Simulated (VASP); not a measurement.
# H4C in VASP: a series of runs

H4C is run at these levels: PBE+D3(BJ); tasks: single point.

Everything below comes from runs of VASP 6.6.1. Logs are shortened: lines on timing, memory, paths and dates and some standing lists are left out, and cuts for length are marked.

## (1) The cell of the first run

The cell holds an amorphous packing of atoms, 40 atoms: a = 7.958 Å, b = 7.958 Å, c = 7.958 Å, α = 90.00°, β = 90.00°, γ = 90.00°.

## (2) Single point, PBE+D3(BJ)

INCAR reads:

```
PREC = Accurate
ENCUT = 520
EDIFF = 1E-6
ISMEAR = -1
SIGMA = 0.05
LREAL = Auto
LASPH = True
NELM = 100
ALGO = Normal
ISIF = 2
LWAVE = False
LCHARG = True
GGA = PE
IVDW = 12
LELF = True
LVHAR = True
NBANDS = 58
```

KPOINTS reads:

```
regular mesh
0
Gamma
  1 1 1
```

POSCAR reads:

```
H4C
1.0
    7.9581140000      0.0000000000      0.0000000000
    0.0000000000      7.9581140000      0.0000000000
    0.0000000000      0.0000000000      7.9581140000
C H
8 32
Direct
    0.7171141871      0.7288714744      0.7566346678
    0.4149605070      0.4949283908      0.0528395471
    1.0093569145      0.1841383596      0.1380218832
    0.8151630260      0.1362051062      0.6717878783
    0.2150559783      0.3180560948      0.6863708286
    0.2101576890      0.8367888914      0.4418833095
    0.5746707500      0.4364833093      0.4400578665
    0.6710507026      0.8979604305      0.2467456853
    0.8075161992      0.8004886647      0.8338781953
    0.6843807140      0.6101837691      0.8196979906
    0.7726414353      0.7014604477      0.6324970253
    0.6029573839      0.8038045277      0.7408337208
    0.5316495059      0.5631111144      0.0829353480
    0.3399225868      0.4799801592      0.1685177661
    0.4461091916      0.3710533926      0.0012842435
    0.3426564024      0.5652893366     -0.0417545736
    0.9389382485      0.2095716451      0.2533871462
    1.1395776046      0.2262346999      0.1529833250
    0.9517465796      0.2514155481      0.0326643730
    1.0074476955      0.0490226051      0.1123437437
    0.8637684602      0.2653849483      0.6656061344
    0.7499706519      0.1167103564      0.7921393034
    0.9198509126      0.0470657888      0.6611495556
    0.7271217859      0.1156520308      0.5680007624
    0.1398145270      0.3753896840      0.7871684243
    0.2159280878      0.1806914100      0.7009875273
    0.3444475311      0.3656875921      0.6944830778
    0.1598958965      0.3499206094      0.5639146068
    0.3210877202      0.8953993347      0.4991402479
    0.1504245120      0.7521336871      0.5324560312
    0.2487095880      0.7647883689      0.3308046836
    0.1208167580      0.9346883604      0.4042976941
    0.6340413268      0.4274385884      0.5644460727
    0.4920593941      0.5460520885      0.4377890364
    0.5000702091      0.3229039889      0.4154834967
    0.6720348609      0.4492190755      0.3421344293
    0.7499628844      0.8931296049      0.3591923685
    0.5589178338      0.8213269919      0.2660534632
    0.7413391130      0.8495915196      0.1387411991
    0.6336477448      1.0279708042      0.2221061153
```

Potentials or basis: VASP PAW PBE potentials, release 64 (C, H).

The run is started by

```console
$ cat potpaw_PBE.64/C/POTCAR potpaw_PBE.64/H/POTCAR > POTCAR
$ mpirun -np 1 vasp_gam > vasp.out
```

OUTCAR:

```text
PREC = Accurate
   ENCUT = 520
   EDIFF = 1E-6
   ISMEAR = -1
   LREAL = Auto
   LASPH = True
   NELM = 100
   ISIF = 2
   GGA = PE
   IVDW = 12
 IVDW          = 12

 ion  position               nearest neighbor table
   1  0.717  0.729  0.757-  12 1.09  10 1.10  11 1.10   9 1.10
   2  0.415  0.495  0.053-  15 1.10  16 1.10  13 1.10  14 1.10
   3  0.009  0.184  0.138-  17 1.09  20 1.09  19 1.10  18 1.10
   4  0.815  0.136  0.672-  24 1.10  23 1.10  21 1.10  22 1.10
   5  0.215  0.318  0.686-  28 1.10  27 1.10  26 1.10  25 1.10
   6  0.210  0.837  0.442-  30 1.10  32 1.10  31 1.10  29 1.10
   7  0.575  0.436  0.440-  34 1.09  35 1.10  33 1.10  36 1.10
   8  0.671  0.898  0.247-  38 1.09  37 1.09  40 1.09  39 1.10
   9  0.808  0.800  0.834-   1 1.10
  10  0.684  0.610  0.820-   1 1.10
  11  0.773  0.701  0.632-   1 1.10
  12  0.603  0.804  0.741-   1 1.09
  13  0.532  0.563  0.083-   2 1.10
  14  0.340  0.480  0.169-   2 1.10
[... 24 lines left out ...]
  39  0.741  0.850  0.139-   8 1.10
  40  0.634  0.028  0.222-   8 1.09

  LATTYP: Found a simple cubic cell.
 ALAT       =     7.9581140000

  Lattice vectors:

 A1 = (   7.9581140000,   0.0000000000,   0.0000000000)
 A2 = (   0.0000000000,   7.9581140000,   0.0000000000)
 A3 = (   0.0000000000,   0.0000000000,   7.9581140000)

Analysis of symmetry for initial positions (statically):
=====================================================================
 Subroutine PRICEL returns:
 Original cell was already a primitive cell.

 Routine SETGRP: Setting up the symmetry group for a
 simple cubic supercell.

 Subroutine GETGRP returns: Found  1 space group operations
 (whereof  1 operations were pure point group operations)
 out of a pool of 48 trial point group operations.

The static configuration has the point symmetry C_1 .

Analysis of symmetry for dynamics (positions and initial velocities):
=====================================================================
 Subroutine PRICEL returns:
 Original cell was already a primitive cell.

 Routine SETGRP: Setting up the symmetry group for a
 simple cubic supercell.

 Subroutine GETGRP returns: Found  1 space group operations
 (whereof  1 operations were pure point group operations)
 out of a pool of 48 trial point group operations.

The dynamic configuration has the point symmetry C_1 .

 Subroutine INISYM returns: Found  1 space group operations
 (whereof  1 operations are pure point group operations),
 and found     1 'primitive' translations

----------------------------------------------------------------------------------------

                                     Primitive cell

  volume of cell :     503.9999

  direct lattice vectors                    reciprocal lattice vectors
     7.958114000  0.000000000  0.000000000     0.125657913  0.000000000  0.000000000
     0.000000000  7.958114000  0.000000000     0.000000000  0.125657913  0.000000000
     0.000000000  0.000000000  7.958114000     0.000000000  0.000000000  0.125657913

  length of vectors
     7.958114000  7.958114000  7.958114000     0.125657913  0.125657913  0.125657913

  position of ions in fractional coordinates (direct lattice)
     0.717114187  0.728871474  0.756634668
     0.414960507  0.494928391  0.052839547
     0.009356915  0.184138360  0.138021883
     0.815163026  0.136205106  0.671787878
     0.215055978  0.318056095  0.686370829
     0.210157689  0.836788891  0.441883309
[... 32 lines left out ...]
     0.741339113  0.849591520  0.138741199
     0.633647745  0.027970804  0.222106115

  ion indices of the primitive-cell ions
   primitive index   ion index
                 1           1
                 2           2
                 3           3
                 4           4
                 5           5
                 6           6
[... 32 lines left out ...]
                39          39
                40          40

----------------------------------------------------------------------------------------

 KPOINTS: regular mesh

Automatic generation of k-mesh.
 Grid dimensions read from file:
 generate k-points for:    1    1    1

 Generating k-lattice:

  Cartesian coordinates                     Fractional coordinates (reciprocal lattice)
     0.125657913  0.000000000  0.000000000     1.000000000  0.000000000  0.000000000
     0.000000000  0.125657913  0.000000000     0.000000000  1.000000000  0.000000000
     0.000000000  0.000000000  0.125657913     0.000000000  0.000000000  1.000000000

  Length of vectors
     0.125657913  0.125657913  0.125657913

  Shift w.r.t. Gamma in fractional coordinates (k-lattice)
     0.000000000  0.000000000  0.000000000

 Subroutine IBZKPT returns following result:
 ===========================================

 Found      1 irreducible k-points:

 Following reciprocal coordinates:
            Coordinates               Weight
  0.000000  0.000000  0.000000      1.000000
   k-points           NKPTS =      1   k-points in BZ     NKDIM =      1   number of bands    NBANDS=     58
   number of dos      NEDOS =    301   number of ions     NIONS =     40
   total plane-waves  NPLWV = 216000
   dimension x,y,z NGX =    60 NGY =   60 NGZ =   60
   dimension x,y,z NGXF=   120 NGYF=  120 NGZF=  120
   ions per type =               8  32
   NGX,Y,Z   is equivalent  to a cutoff of  12.53, 12.53, 12.53 a.u.
   NGXF,Y,Z  is equivalent  to a cutoff of  25.07, 25.07, 25.07 a.u.
 SYSTEM =  unknown system
   PREC   = accura    normal or accurate (medium, high low for compatibility)
   ISTART =      0    job   : 0-new  1-cont  2-samecut
   ICHARG =      2    charge: 1-file 2-atom 10-const
   ISPIN  =      1    spin polarized calculation?
   LNONCOLLINEAR =      F non collinear calculations
   LSORBIT =      F    spin-orbit coupling
   LASPH  =      T    aspherical Exc in radial PAW
   ENCUT  =  520.0 eV  38.22 Ry    6.18 a.u.  14.80 14.80 14.80*2*pi/ulx,y,z
   NELM   =    100;   NELMIN=  2; NELMDL= -5     # of ELM steps
   EDIFF  = 0.1E-05   stopping-criterion for ELM
   LREAL  =      T    real-space projection
   EDIFFG = 0.1E-04   stopping-criterion for IOM
   NSW    =      0    number of steps for IOM
   IBRION =     -1    ionic relax: 0-MD 1-quasi-New 2-CG
   NFREE  =      0    steps in history (QN), initial steepest desc. (CG)
   ISIF   =      2    stress and relaxation
   ISYM   =      2    0-nonsym 1-usesym 2-fastsym
   POTIM  = 0.5000    time-step for ionic-motion
   TEBEG  =    0.0;   TEEND  =   0.0 temperature during run
   PSTRESS=    0.0 pullay stress
   NELECT =      64.0000    total number of electrons
   NUPDOWN=      -1.0000    fix difference up-down
   EMIN   =  10.00;   EMAX   =-10.00  energy-range for DOS
   EFERMI =   0.00;   METHOD = LEGACY
   ISMEAR =    -1;   SIGMA  =   0.05  broadening in eV -4-tet -1-fermi 0-gaus
   EFERMI_NEDOS =   21; number of points for ismear=-14 and -15
   IALGO  =     38    algorithm
   IMIX   =      4    mixing-type and parameters
     AMIX     =   0.40;   BMIX     =  1.00
     AMIX_MAG =   1.60;   BMIX_MAG =  1.00
  volume/ion in A,a.u.               =      12.60        85.03
  Fermi-wavevector in a.u.,A,eV,Ry     =   0.822858  1.554975  9.212431  0.677095
  Thomas-Fermi vector in A             =   1.934266
   LORBIT       =      0    0 simple, 1 ext, 2 COOP (PROOUT), +10 PAW based schemes
   GGA     = PE    functional components
   LHFCALC =     F    Hartree Fock is set to
   AEXX    =    0.0000 exact exchange contribution
   IVDW    =    12    specifies the selected vdW correction
   LEPSILON=     F    determine dielectric tensor
   LRPA    =     F    only Hartree local field effects (RPA)
 non-spin polarized calculation
  energy-cutoff  :      520.00
  volume of cell :      504.00
 maximum number of plane-waves:      6759
 NGX is ok and might be reduce to    60
   NGX = 29   NGY = 29   NGZ = 29

 number of electron      63.9999992 magnetization

 Free energy of the ion-electron system (eV)
  ---------------------------------------------------
  ext. energy  EPLUGINS =         0.00000000
  ---------------------------------------------------
  free energy    TOTEN  =      -192.18585411 eV

  energy without entropy =     -192.18585411  energy(sigma->0) =     -192.18585411

 E-fermi :  -5.4838     XC(G=0):  -5.5039

 val. band max:       -6.7388306304   @ k =   0.0000   0.0000   0.0000
 cond. band min:       0.4885389492   @ k =   0.0000   0.0000   0.0000
 fundamental gap:      7.2273695796
 Fermi energy:        -5.4837509742

 k-point     1 :       0.0000    0.0000    0.0000
  band No.  band energies     occupation
      1     -15.2550      2.00000
      2     -15.0079      2.00000
      3     -14.9500      2.00000
      4     -14.9289      2.00000
      5     -14.9115      2.00000
      6     -14.8291      2.00000
[... 36 lines left out ...]
     43       3.7302      0.00000
     44       3.8699      0.00000
 [bands above 44 left out]

------------------------ aborting loop because EDIFF is reached ----------------------------------------

 Edisp (eV)   -1.05920

 E8    (eV) :    -0.2210

  FORCE on cell =-STRESS in cart. coord.  units (eV):
  Direction    XX          YY          ZZ          XY          YZ          ZX
  --------------------------------------------------------------------------------------
  -------------------------------------------------------------------------------------
  Total      -1.01926    -0.73999    -1.19715     0.09086    -0.35757     0.33071
  in kB      -3.24013    -2.35239    -3.80563     0.28883    -1.13668     1.05131
  external pressure =       -3.13 kB  Pullay stress =        0.00 kB

 VOLUME and BASIS-vectors are now :
 -----------------------------------------------------------------------------
  energy-cutoff  :      520.00
  volume of cell :      504.00
      direct lattice vectors                 reciprocal lattice vectors
     7.958114000  0.000000000  0.000000000     0.125657913  0.000000000  0.000000000
     0.000000000  7.958114000  0.000000000     0.000000000  0.125657913  0.000000000
     0.000000000  0.000000000  7.958114000     0.000000000  0.000000000  0.125657913

 POSITION                                       TOTAL-FORCE (eV/Angst)
 -----------------------------------------------------------------------------------
      5.70688      5.80044      6.02138         0.263875     -0.139610      0.061550
      3.30230      3.93870      0.42050        -0.045446      0.165729      0.096137
      0.07446      1.46539      1.09839         0.032722      0.044490     -0.017266
      6.48716      1.08394      5.34616         0.010581      0.105341      0.065967
      1.71144      2.53113      5.46222         0.069351      0.044389      0.071380
      1.67246      6.65926      3.51656         0.029980      0.038653     -0.021500
[... 32 lines left out ...]
      5.89966      6.76115      1.10412        -0.000504      0.004755      0.008046
      5.04264      0.22259      1.76755         0.012914      0.060559     -0.012340
 -----------------------------------------------------------------------------------
    total drift:                               -0.007101      0.013287      0.009355

  FREE ENERGIE OF THE ION-ELECTRON SYSTEM (eV)
  ---------------------------------------------------
  free  energy   TOTEN  =      -193.2450586936 eV

  energy  without entropy=     -193.2450586935  energy(sigma->0) =     -193.24505869
```

Wall time 2.8 min (1 thread of AMD EPYC 7R13 (Zen 3), shared host); peak memory 0.41 GiB.

Results:

```
Free energy                : -193.2451 eV
Pressure                   : -0.3 GPa
Largest force              : 0.323 eV/Å
Band gap on the k mesh     : 7.23 eV
Dispersion energy per atom : -0.026 eV
```

Forces in eV/Å, atoms in the order of the input:
```
C    0.264 -0.140  0.062
C   -0.045  0.166  0.096
C    0.033  0.044 -0.017
C    0.011  0.105  0.066
C    0.069  0.044  0.071
C    0.030  0.039 -0.021
C    0.203 -0.132 -0.010
C    0.023 -0.014 -0.060
H   -0.178 -0.213 -0.166
H    0.088  0.161 -0.074
H   -0.103  0.084  0.266
H   -0.042  0.025 -0.045
H   -0.222 -0.095 -0.056
H    0.127  0.026 -0.267
H   -0.004 -0.013  0.047
H    0.093 -0.048  0.146
H   -0.020  0.007  0.038
H    0.015 -0.001  0.006
H   -0.013 -0.002  0.001
H    0.004 -0.022 -0.013
H   -0.049 -0.184  0.005
H    0.071  0.023 -0.136
H   -0.053  0.072  0.033
H    0.004 -0.004  0.040
H    0.061 -0.117 -0.110
H   -0.027  0.119  0.028
H   -0.180 -0.040 -0.075
H    0.085  0.004  0.053
H   -0.036 -0.026 -0.015
H   -0.014 -0.026  0.039
H   -0.017  0.021  0.021
H    0.025 -0.016  0.007
H   -0.071 -0.031 -0.201
H   -0.035  0.079 -0.026
H    0.083  0.081  0.037
H   -0.143 -0.001  0.202
H    0.021  0.009  0.015
H   -0.068 -0.054  0.016
H   -0.001  0.005  0.008
H    0.013  0.061 -0.012
```

Stress tensor (GPa, compression positive):
```
-0.32  0.03  0.11
 0.03 -0.24 -0.11
 0.11 -0.11 -0.38
```

Levels at points of the mesh, in eV from the valence-band top:
```tsv
k point	band 30	band 31	band 32	band 33	band 34	band 35
(0.00, 0.00, 0.00)	-0.09	-0.03	0.00	7.23	9.16	9.24
```

Caveat: the k points lie up to 0.79 Å⁻¹ apart.

## (3) Single point, PBE+D3(BJ)

INCAR reads:

```
SYSTEM = H4C
ALGO = Normal ; EDIFF = 1E-7
ENCUT = 520 ; GGA = PE
ISIF = 2 ; ISMEAR = -1
IVDW = 12 ; LASPH = .True.
LCHARG = .False. ; LREAL = Auto
LWAVE = .False. ; NBANDS = 58
NELM = 80 ; PREC = Accurate
SIGMA = 0.05
```

KPOINTS reads:

```
k-points
0
Gamma
  1 1 1
  0 0 0
```

POSCAR reads:

```
H4C
1.0
    7.9581140000      0.0000000000      0.0000000000
    0.0000000000      7.9581140000      0.0000000000
    0.0000000000      0.0000000000      7.9581140000
C H
8 32
Direct
    0.8150423580      0.6166033812      0.7706851146
    0.4062897315      0.5165796821      0.0382879662
    1.0218752835      0.1537927202      0.1989416085
    0.7914940651      0.0703056026      0.6267691063
    0.1926210155      0.3121342569      0.6931416162
    0.2328818109      0.8266782808      0.4088782845
    0.5326890266      0.3839980176      0.4585005945
    0.6381034501      0.9338142178      0.1720382493
    0.7796947870      0.4879925068      0.7560710993
    0.7167904355      0.7070142499      0.7959172236
    0.8863280923      0.6464973988      0.6537227288
    0.9013065156      0.6206495660      0.8747549985
    0.3978832171      0.6276361460      0.1278066637
    0.2871534637      0.4530973042      0.0561188241
    0.4996535611      0.4300265113      0.1054772525
    0.4356434200      0.5605725176     -0.0858369207
    0.9004269102      0.2337739821      0.1855213434
    1.0950333207      0.1884868701      0.3124107043
    1.0846539771      0.1978735163      0.0816650779
    0.9726299472      0.0301578992      0.2184437167
    0.8526517715      0.1903717388      0.6081340378
    0.8700930899     -0.0171271736      0.5598688332
    0.6573291109      0.0678804048      0.5835804815
    0.7974376844      0.0696898788      0.7632461661
    0.2799532653      0.2775406334      0.8016472245
    0.0661965888      0.2701645139      0.7328243853
    0.2207181249      0.2263852968      0.5904665352
    0.1914900943      0.4453442110      0.6639387171
    0.3629000540      0.7936176838      0.3938119007
    0.1729304204      0.7178836594      0.4813452031
    0.1598996948      0.8583692066      0.2918153723
    0.2290743762      0.9386017843      0.4912596125
    0.5393991591      0.3528474209      0.5896371929
    0.4057745340      0.4064782183      0.4210545363
    0.5842213369      0.2803176733      0.3814974251
    0.6051685110      0.4949413894      0.4428561843
    0.7201831992      0.8209985431      0.1917539759
    0.5525681085      0.9425348770      0.2747635935
    0.5519649505      0.8987933573      0.0704186947
    0.6979417485      1.0410506811      0.1312999537
```

Potentials or basis: VASP PAW PBE potentials, release 64 (C, H).

The run is started by

```console
$ cat potpaw_PBE.64/C/POTCAR potpaw_PBE.64/H/POTCAR > POTCAR
$ mpirun -np 1 vasp_gam > vasp.out
```

Wall time 1.9 min (1 thread of AMD EPYC 7R13 (Zen 3), shared host); peak memory 0.42 GiB.

Results (log left out):

```
Free energy                : -191.9794 eV
Pressure                   : 0.1 GPa
Largest force              : 3.526 eV/Å
Band gap on the k mesh     : 6.77 eV
Dispersion energy per atom : -0.026 eV
```

Forces on the atoms (eV/Å):
```
C    1.133  0.395 -0.839
C    0.633  0.198  3.181
C   -1.354  2.746 -0.196
C   -0.756  0.858  0.099
C   -0.099 -1.466  1.641
C   -1.600 -0.289  0.882
C    0.373 -0.989 -0.413
C   -1.078 -3.316 -0.518
H   -0.848 -0.758  0.060
H   -0.514  0.004 -0.198
H   -0.337  0.241  0.489
H    0.582  0.113  0.534
H    0.127 -0.626 -0.842
H   -0.504 -0.144 -0.568
H   -0.437  0.809 -1.213
H    0.182 -0.209 -0.558
H    1.259 -0.572  0.809
H   -0.325  0.197 -0.460
H    0.202 -1.198  0.436
H    0.257 -0.952 -0.652
H   -0.297  0.721 -0.800
H    0.144 -0.817  0.131
H    0.959  0.094  0.178
H   -0.066 -1.001  0.395
H   -0.647  0.621 -1.033
H    0.139  0.414  0.122
H    0.347  0.297 -0.470
H    0.206  0.097 -0.163
H    0.580 -0.143 -0.569
H    0.312  1.011 -0.780
H    0.817 -0.532  0.690
H   -0.073 -0.211 -0.100
H   -0.117 -0.364  0.623
H   -0.855  0.196 -0.181
H   -0.029  0.294  0.241
H    0.689  0.994 -0.397
H   -0.147  0.833 -0.099
H   -0.176  0.622  1.081
H    0.036 -0.182 -0.354
H    1.282  2.016 -0.189
```

Stress tensor (GPa, compression positive):
```
 0.21  0.99 -0.82
 0.99  0.54  0.31
-0.82  0.31 -0.37
```

Levels at points of the mesh, in eV from the valence-band top:
| k point | band 29 | band 30 | band 31 | band 32 | band 33 | band 34 | band 35 | band 36 |
| --- | --- | --- | --- | --- | --- | --- | --- | --- |
| (0.00, 0.00, 0.00) | -0.38 | -0.21 | -0.14 | 0.00 | 6.77 | 8.53 | 8.84 | 9.06 |

Caveat: the k points lie up to 0.79 Å⁻¹ apart.

[end of part 1 of 2]
